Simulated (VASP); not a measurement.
# BN (P6_3/mmc) in VASP: single point with HSE06

Aim: the single point of BN with HSE06.

Program: VASP 6.6.1. These are calculated values, not measurements. Logs are shortened: lines on timing, memory, paths and dates and some standing lists are left out, and cuts for length are marked.

## Step 1: The cell of the first run

The structure is hexagonal, space group P6_3/mmc (No. 194). The conventional cell has a = 2.501 Å, b = 2.501 Å, c = 6.524 Å, α = 90.00°, β = 90.00°, γ = 120.00°. Within 1.9 Å of B (site symmetry -6m2) lie 3 N at 1.44 Å. Within 1.9 Å of N (site symmetry -6m2) lie 3 B at 1.44 Å.

## Step 2: Single point, HSE06

Input file POSCAR:

```
BN
1.0
    2.5005826042      0.0000000000      0.0000000000
   -1.2502913021      2.1655680595      0.0000000000
    0.0000000000      0.0000000000      6.5236361402
B N
2 2
Direct
    0.3333333333      0.6666666667      0.2500000000
    0.6666666667      0.3333333333      0.7500000000
    0.3333333333      0.6666666667      0.7500000000
    0.6666666667      0.3333333333      0.2500000000
```

Input file INCAR.step1:

```
SYSTEM = BN
ALGO = Normal ; EDIFF = 1E-5
ENCUT = 520 ; GGA = PE
ISIF = 2 ; ISMEAR = 0
KPAR = 2 ; LASPH = .TRUE.
LCHARG = .FALSE. ; LREAL = .FALSE.
LWAVE = .TRUE. ; NBANDS = 16
NELM = 60 ; PREC = Accurate
SIGMA = 0.01
```

Input file INCAR.step2:

```
SYSTEM = BN
ALGO = Normal ; EDIFF = 1E-6
ENCUT = 520 ; GGA = PE
HFSCREEN = 0.2079 ; ISIF = 2
ISMEAR = 0 ; ISTART = 1
KPAR = 2 ; LASPH = .TRUE.
LCHARG = .FALSE. ; LHFCALC = .TRUE.
LREAL = .FALSE. ; LWAVE = .FALSE.
NBANDS = 16 ; NELM = 60
PREC = Accurate ; PRECFOCK = Normal
SIGMA = 0.01
```

Input file KPOINTS:

```
k-points
0
G
  9 9 4
  0 0 0
```

Potentials or basis: VASP PAW PBE potentials, release 64 (B, N).

Command:

```bash
> cat potpaw_PBE.64/B/POTCAR potpaw_PBE.64/N/POTCAR > POTCAR
> cp INCAR.step1 INCAR
> mpirun -np 2 vasp_std > vasp.out
> cp INCAR.step2 INCAR
> mpirun -np 2 vasp_std > vasp.out
```

OUTCAR:

```text
SYSTEM = BN
   EDIFF = 1E-6
   ENCUT = 520
   GGA = PE
   HFSCREEN = 0.2079
   ISIF = 2
   ISMEAR = 0
   ISTART = 1
   LASPH = .TRUE.
   LHFCALC = .TRUE.
   LREAL = .FALSE.
   NELM = 60
   PREC = Accurate
   PRECFOCK = Normal

 ion  position               nearest neighbor table
   1  0.333  0.667  0.250-   4 1.44   4 1.44   4 1.44
   2  0.667  0.333  0.750-   3 1.44   3 1.44   3 1.44
   3  0.333  0.667  0.750-   2 1.44   2 1.44   2 1.44
   4  0.667  0.333  0.250-   1 1.44   1 1.44   1 1.44

  LATTYP: Found a hexagonal cell.
 ALAT       =     2.5005826042
 C/A-ratio  =     2.6088464861

  Lattice vectors:

 A1 = (   2.5005826042,   0.0000000000,   0.0000000000)
 A2 = (  -1.2502913021,   2.1655680595,   0.0000000000)
 A3 = (   0.0000000000,   0.0000000000,   6.5236361402)

Analysis of symmetry for initial positions (statically):
=====================================================================
 Subroutine PRICEL returns:
 Original cell was already a primitive cell.

 Routine SETGRP: Setting up the symmetry group for a
 hexagonal supercell.

 Subroutine GETGRP returns: Found 24 space group operations
 (whereof 12 operations were pure point group operations)
 out of a pool of 24 trial point group operations.

The static configuration has the point symmetry D_3d.
 The point group associated with its full space group is D_6h.

Analysis of symmetry for dynamics (positions and initial velocities):
=====================================================================
 Subroutine PRICEL returns:
 Original cell was already a primitive cell.

 Routine SETGRP: Setting up the symmetry group for a
 hexagonal supercell.

 Subroutine GETGRP returns: Found 24 space group operations
 (whereof 12 operations were pure point group operations)
 out of a pool of 24 trial point group operations.

The dynamic configuration has the point symmetry D_3d.
 The point group associated with its full space group is D_6h.

 Subroutine INISYM returns: Found 24 space group operations
 (whereof 12 operations are pure point group operations),
 and found     1 'primitive' translations

----------------------------------------------------------------------------------------

                                     Primitive cell

  volume of cell :      35.3267

  direct lattice vectors                    reciprocal lattice vectors
     2.500582604  0.000000000  0.000000000     0.399906805  0.230886302  0.000000000
    -1.250291302  2.165568059  0.000000000     0.000000000  0.461772603  0.000000000
     0.000000000  0.000000000  6.523636140     0.000000000  0.000000000  0.153288745

  length of vectors
     2.500582604  2.500582604  6.523636140     0.461772603  0.461772603  0.153288745

  position of ions in fractional coordinates (direct lattice)
     0.333333333  0.666666667  0.250000000
     0.666666667  0.333333333  0.750000000
     0.333333333  0.666666667  0.750000000
     0.666666667  0.333333333  0.250000000

  ion indices of the primitive-cell ions
   primitive index   ion index
                 1           1
                 2           2
                 3           3
                 4           4

----------------------------------------------------------------------------------------

 KPOINTS: k-points

Automatic generation of k-mesh.
 Grid dimensions read from file:
 generate k-points for:    9    9    4

 Generating k-lattice:

  Cartesian coordinates                     Fractional coordinates (reciprocal lattice)
     0.044434089  0.025654034  0.000000000     0.111111111 -0.000000000  0.000000000
     0.000000000  0.051308067  0.000000000     0.000000000  0.111111111  0.000000000
     0.000000000  0.000000000  0.038322186     0.000000000  0.000000000  0.250000000

  Length of vectors
     0.051308067  0.051308067  0.038322186

  Shift w.r.t. Gamma in fractional coordinates (k-lattice)
     0.000000000  0.000000000  0.000000000

 Subroutine IBZKPT returns following result:
 ===========================================

 Found     36 irreducible k-points:

 Following reciprocal coordinates:
            Coordinates               Weight
  0.000000  0.000000  0.000000      1.000000
  0.111111  0.000000  0.000000      6.000000
  0.222222 -0.000000  0.000000      6.000000
  0.333333 -0.000000  0.000000      6.000000
  0.444444 -0.000000  0.000000      6.000000
  0.111111  0.111111  0.000000      6.000000
[... 16 lines left out ...]
  0.333333  0.222222  0.250000     24.000000
  0.333333  0.333333  0.250000      4.000000
 [... further k-points ...]
   k-points           NKPTS =     36   k-points in BZ     NKDIM =    324   number of bands    NBANDS=     16
   number of dos      NEDOS =    301   number of ions     NIONS =      4
   total plane-waves  NPLWV =  20000
   dimension x,y,z NGX =    20 NGY =   20 NGZ =   50
   dimension x,y,z NGXF=    40 NGYF=   40 NGZF=  100
   ions per type =               2   2
   NGX,Y,Z   is equivalent  to a cutoff of  13.30, 13.30, 12.74 a.u.
   NGXF,Y,Z  is equivalent  to a cutoff of  26.59, 26.59, 25.48 a.u.
 SYSTEM =  BN
   PREC   = accura    normal or accurate (medium, high low for compatibility)
   ISTART =      1    job   : 0-new  1-cont  2-samecut
   ICHARG =      0    charge: 1-file 2-atom 10-const
   ISPIN  =      1    spin polarized calculation?
   LNONCOLLINEAR =      F non collinear calculations
   LSORBIT =      F    spin-orbit coupling
   LASPH  =      T    aspherical Exc in radial PAW
   ENCUT  =  520.0 eV  38.22 Ry    6.18 a.u.   4.65  4.65 12.13*2*pi/ulx,y,z
   NELM   =     60;   NELMIN=  2; NELMDL=  0     # of ELM steps
   EDIFF  = 0.1E-05   stopping-criterion for ELM
   LREAL  =      F    real-space projection
   EDIFFG = 0.1E-04   stopping-criterion for IOM
   NSW    =      0    number of steps for IOM
   IBRION =     -1    ionic relax: 0-MD 1-quasi-New 2-CG
   NFREE  =      0    steps in history (QN), initial steepest desc. (CG)
   ISIF   =      2    stress and relaxation
   ISYM   =      3    0-nonsym 1-usesym 2-fastsym
   POTIM  = 0.5000    time-step for ionic-motion
   TEBEG  =    0.0;   TEEND  =   0.0 temperature during run
   PSTRESS=    0.0 pullay stress
   NELECT =      16.0000    total number of electrons
   NUPDOWN=      -1.0000    fix difference up-down
   EMIN   =  10.00;   EMAX   =-10.00  energy-range for DOS
   EFERMI =   0.00;   METHOD = LEGACY
   ISMEAR =     0;   SIGMA  =   0.01  broadening in eV -4-tet -1-fermi 0-gaus
   EFERMI_NEDOS =   21; number of points for ismear=-14 and -15
   IALGO  =     38    algorithm
   IMIX   =      1    mixing-type and parameters
     AMIX     =   0.40;   BMIX     =  1.00
     AMIX_MAG =   1.60;   BMIX_MAG =  1.00
  volume/ion in A,a.u.               =       8.83        59.60
  Fermi-wavevector in a.u.,A,eV,Ry     =   1.257228  2.375816 21.505657  1.580621
  Thomas-Fermi vector in A             =   2.390897
   LORBIT       =      0    0 simple, 1 ext, 2 COOP (PROOUT), +10 PAW based schemes
   GGA     = PE    functional components
   LHFCALC =     T    Hartree Fock is set to
   PRECFOCK=normal    Normal, Fast or Accurate (Low or Medium for compatibility)
   ENCUT4O =  -1.0   cutoff for four orbital integrals eV
   NKREDX  =     1    reduce k-point grid by
   NKREDY  =     1    reduce k-point grid by
   NKREDZ  =     1    reduce k-point grid by
   AEXX    =    0.2500 exact exchange contribution
   HFSCREEN=    0.2079 screening length (either q_TF or 0.3 A-1)
   HFSCREENC=   0.2079 screening length for correlation (either q_TF or 0.3 A-1)
   ENCUTFOCK=  -1.0 apply spherical cutoff to Coloumb kernel
   IVDW    =     0    specifies the selected vdW correction
   LEPSILON=     F    determine dielectric tensor
   LRPA    =     F    only Hartree local field effects (RPA)
 non-spin polarized calculation
 Gauss-broadening in eV      SIGMA  =   0.01
  energy-cutoff  :      520.00
  volume of cell :       35.33
 maximum number of plane-waves:       973
 NGX is ok and might be reduce to    20
  NGX = 14; NGY = 14; NGZ = 40

 number of electron      15.9999997 magnetization

 Free energy of the ion-electron system (eV)
  ---------------------------------------------------
  ext. energy  EPLUGINS =         0.00000000
  ---------------------------------------------------
  free energy    TOTEN  =       -40.77077656 eV

  energy without entropy =      -40.77077656  energy(sigma->0) =      -40.77077656

 E-fermi :   1.7449     XC(G=0):  -8.4206

 val. band max:        1.6164731552   @ k =   0.3333   0.3333   0.5000
 cond. band min:       7.3323370721   @ k =   0.4444   0.1111   0.0000
 fundamental gap:      5.7158639169
 Fermi energy:         1.7448938765

 k-point     1 :       0.0000    0.0000    0.0000
  band No.  band energies     occupation
      1     -18.0260      2.00000
      2     -17.6716      2.00000
      3      -5.2727      2.00000
      4      -2.7767      2.00000
      5       0.0518      2.00000
      6       0.0518      2.00000
[... 8 lines left out ...]
     15      15.8536      0.00000
     16      16.9509      0.00000

 k-point     2 :       0.1111    0.0000    0.0000
  band No.  band energies     occupation
      1     -17.7631      2.00000
      2     -17.4184      2.00000
      3      -4.9049      2.00000
      4      -2.4482      2.00000
      5      -0.9894      2.00000
      6      -0.9409      2.00000
[... 8 lines left out ...]
     15      16.2068      0.00000
     16      16.7098      0.00000

 k-point     3 :       0.2222   -0.0000    0.0000
  band No.  band energies     occupation
      1     -17.0016      2.00000
      2     -16.6871      2.00000
      3      -3.8255      2.00000
      4      -3.3925      2.00000
      5      -3.3188      2.00000
      6      -1.5022      2.00000
[... 8 lines left out ...]
     15      18.8850      0.00000
     16      19.0338      0.00000
[... 362 lines left out ...]
 k-point    23 :       0.3333    0.2222    0.2500
  band No.  band energies     occupation
      1     -14.2609      2.00000
      2     -14.1847      2.00000
      3      -7.3885      2.00000
      4      -7.3212      2.00000
      5      -5.1687      2.00000
      6      -5.1062      2.00000
[... 8 lines left out ...]
     15      19.0689      0.00000
     16      20.4470      0.00000

 k-point    24 :       0.3333    0.3333    0.2500
  band No.  band energies     occupation
      1     -13.8651      2.00000
      2     -13.8651      2.00000
      3      -7.1086      2.00000
      4      -6.9714      2.00000
      5      -6.3371      2.00000
      6      -6.3371      2.00000
[... 8 lines left out ...]
     15      20.6255      0.00000
     16      21.4413      0.00000

 [... further k-points ...]

------------------------ aborting loop because EDIFF is reached ----------------------------------------

  FORCE on cell =-STRESS in cart. coord.  units (eV):
  Direction    XX          YY          ZZ          XY          YZ          ZX
  --------------------------------------------------------------------------------------
  -------------------------------------------------------------------------------------
  Total       -0.3954683     -0.3954683      0.6251578      0.0000000     -0.0000000      0.0000000
  in kB      -17.9357456    -17.9357456     28.3528987      0.0000000     -0.0000000      0.0000000
  external PRESSURE =      -2.5061975 kB  Pullay stress =       0.0000000 kB

 VOLUME and BASIS-vectors are now :
 -----------------------------------------------------------------------------
  energy-cutoff  :      520.00
  volume of cell :       35.33
      direct lattice vectors                 reciprocal lattice vectors
     2.500582604  0.000000000  0.000000000     0.399906805  0.230886302  0.000000000
    -1.250291302  2.165568059  0.000000000     0.000000000  0.461772603  0.000000000
     0.000000000  0.000000000  6.523636140     0.000000000  0.000000000  0.153288745

 POSITION                                       TOTAL-FORCE (eV/Angst)
 -----------------------------------------------------------------------------------
     -0.00000      1.44371      1.63091        -0.000000     -0.000000      0.000000
      1.25029      0.72186      4.89273        -0.000000      0.000000     -0.000000
     -0.00000      1.44371      4.89273         0.000000      0.000000     -0.000000
      1.25029      0.72186      1.63091         0.000000      0.000000      0.000000
 -----------------------------------------------------------------------------------
    total drift:                                0.000000      0.000000      0.000000

  FREE ENERGIE OF THE ION-ELECTRON SYSTEM (eV)
  ---------------------------------------------------
  free  energy   TOTEN  =       -40.7707765641 eV

  energy  without entropy=      -40.7707765641  energy(sigma->0) =      -40.77077656
```

Wall time 37 min (2 MPI ranks of AMD EPYC 7R43 (Zen 3), shared host); peak memory 0.24 GiB.

What came out:

```yaml
Free_energy: -40.7708 eV
Pressure: -0.3 GPa
Band_gap_on_the_k_mesh: 5.72 eV (least direct gap 6.01 eV)
```

Caveat: the PAW data sets were made with another functional, which shifts forces and pressure a little; this functional lacks dispersion, which binds layers or chains, so the pressure and a relaxed spacing across them are unreliable.
